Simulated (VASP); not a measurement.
Input of a VASP 6.6.1 run:

File INCAR:

```
PREC = Accurate
ENCUT = 520
EDIFF = 1E-6
ISMEAR = 0
SIGMA = 0.1
LREAL = F
LASPH = T
NELM = 80
ALGO = Fast
ISIF = 2
LWAVE = F
LCHARG = F
GGA = PE
NBANDS = 48
```

The input KPOINTS:

```
regular mesh
0
Gamma
  6 6 2
```

Contents of POSCAR:

```
TlGa2
1.0
    3.6341901286      0.0000000000      0.0000000000
   -1.8170950643      3.1473009736      0.0000000000
    0.0000000000      0.0000000000     12.9380553250
Tl Ga
2 4
Direct
    0.3333333333      0.6666666667      0.2500000000
    0.6666666667      0.3333333333      0.7500000000
    0.3333333333      0.6666666667      0.5668791110
    0.6666666667      0.3333333333      0.0668791110
    0.3333333333      0.6666666667      0.9331208890
    0.6666666667      0.3333333333      0.4331208890
```

Potentials or basis: VASP PAW PBE potentials, release 64 (Tl_d, Ga_d).

Run with:

```bash
$ cat potpaw_PBE.64/Tl_d/POTCAR potpaw_PBE.64/Ga_d/POTCAR > POTCAR
$ mpirun -np 1 vasp_std > vasp.out
```

**Question.** Estimate the largest force.

**Answer.** 0.032 eV/Å.

**Question.** Predict the band gap on the k mesh.

**Answer.** Zero (band 39 reaches 9.20 eV, above the bottom of band 40 at 3.20 eV).

**Question.** What does it give for the pressure?

**Answer.** 0.1 GPa.

Stress tensor (GPa, compression positive):
```
0.00 0.00 0.00
0.00 0.00 0.00
0.00 0.00 0.34
```

Caveat: spin-orbit coupling is left out, which moves the levels of the heavy elements.
